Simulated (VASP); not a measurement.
A run of VASP 6.6.1:

File POSCAR:

```
Ga4AsP3
1.0
    6.3973822449      0.0000000000      0.0003112478
    0.0000000000      3.8807973677      0.0000000000
    0.0003299387      0.0000000000      6.7169423280
P As Ga
3 1 4
Direct
   -0.0005561977      0.0000000000      0.3307920836
    0.0012390729      0.5000000000      0.8355916805
    0.4997347524      0.5000000000      0.1675334806
    0.5020536499      0.0000000000      0.6660286639
    0.3706092519      0.0000000000      0.3263827276
    0.3708116198      0.5000000000      0.8405320415
    0.8717297021      0.5000000000      0.1666743209
    0.8843781487      0.0000000000      0.6664650014
```

Contents of INCAR.step1:

```
SYSTEM = Ga4AsP3
ALGO     = Normal         ! electronic algorithm
EDIFF    = 1E-4           ! SCF threshold, eV
ENCUT    = 520            ! plane-wave cutoff, eV
GGA      = PE             ! functional
ISMEAR   = 0              ! smearing method
LASPH    = .True.         ! aspherical terms in the spheres
LCHARG   = .False.        ! write CHGCAR
LREAL    = .False.        ! projectors in reciprocal space
LWAVE    = .True.         ! write WAVECAR
NBANDS   = 46             ! bands
NELM     = 60             ! most SCF steps
PREC     = Accurate       ! precision mode
SIGMA    = 0.01           ! smearing width, eV
```

Contents of INCAR.step2:

```
SYSTEM = Ga4AsP3
ALGO     = Normal         ! electronic algorithm
EDIFF    = 1E-6           ! SCF threshold, eV
ENCUT    = 520            ! plane-wave cutoff, eV
ISIF     = 2              ! what is computed and relaxed
ISMEAR   = 0              ! smearing method
ISTART   = 1            
LASPH    = .True.         ! aspherical terms in the spheres
LCHARG   = .False.        ! write CHGCAR
LMIXTAU  = .True.       
LREAL    = .False.        ! projectors in reciprocal space
LWAVE    = .False.        ! write WAVECAR
METAGGA  = R2SCAN         ! meta-GGA
NBANDS   = 46             ! bands
NELM     = 60             ! most SCF steps
PREC     = Accurate       ! precision mode
SIGMA    = 0.01           ! smearing width, eV
```

The input KPOINTS:

```
k-points
0
Gamma
  4 6 4
  0 0 0
```

Potentials or basis: VASP PAW PBE potentials, release 64 (P, As, Ga_d).

Launch:

```sh
$ cat potpaw_PBE.64/P/POTCAR potpaw_PBE.64/As/POTCAR potpaw_PBE.64/Ga_d/POTCAR > POTCAR
$ cp INCAR.step1 INCAR
$ mpirun -np 1 vasp_std > vasp.out
$ cp INCAR.step2 INCAR
$ mpirun -np 1 vasp_std > vasp.out
```

Hardware: 1 thread of Intel(R) Xeon(R) Platinum 8488C (Sapphire Rapids) (shared host).

Q: How long does it take, and how much memory?

A: It took 9.5 min on 1 thread of Intel(R) Xeon(R) Platinum 8488C (Sapphire Rapids), on a shared host, peak memory 0.45 GiB. Counts: k points 40.
